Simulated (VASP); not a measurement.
Input of a VASP 6.6.1 run:

INCAR

```
SYSTEM = C
ALGO = Normal
EDIFF = 1E-6
ENCUT = 520
GGA = PE
ISIF = 2
ISMEAR = 0
IVDW = 12
LASPH = .TRUE.
LCHARG = .FALSE.
LREAL = .FALSE.
LWAVE = .FALSE.
NBANDS = 11
NELM = 60
PREC = Accurate
SIGMA = 0.05
```

KPOINTS

```
k-points
0
G
  15 15 15
  0 0 0
```

POSCAR

```
C
1.0
    1.2324809262      0.7115731945      3.3609366220
   -1.2324809262      0.7115731945      3.3609366220
    0.0000000000     -1.4231463891      3.3609366220
C
2
Direct
    0.1454708084      0.1454708084      0.1876309125
    0.8545291916      0.8545291916      0.8123690875
```

Potentials or basis: VASP PAW PBE potentials, release 64 (C).

Command:

```console
$ cat potpaw_PBE.64/C/POTCAR > POTCAR
$ mpirun -np 1 vasp_std > vasp.out
```

Estimate the dispersion energy per atom.

-0.156 eV.

Predict the pressure.

6.3 GPa.

Predict the band gap on the k mesh.

0.25 eV, indirect (least direct gap 0.27 eV).

Predict the largest force.

7.407 eV/Å.

Forces on the atoms (eV/Å):
```
C    0.000  7.097  2.120
C    0.000 -7.097 -2.120
```

Caveat: the cell differs from its parent crystal (mode 4 frozen in at -0.071 Å and mode 6 at -0.060 Å (largest displacements)); forces of over 1 eV/Å act on the atoms, so gaps and moduli don't describe the material at rest. A k mesh can miss the band edges.
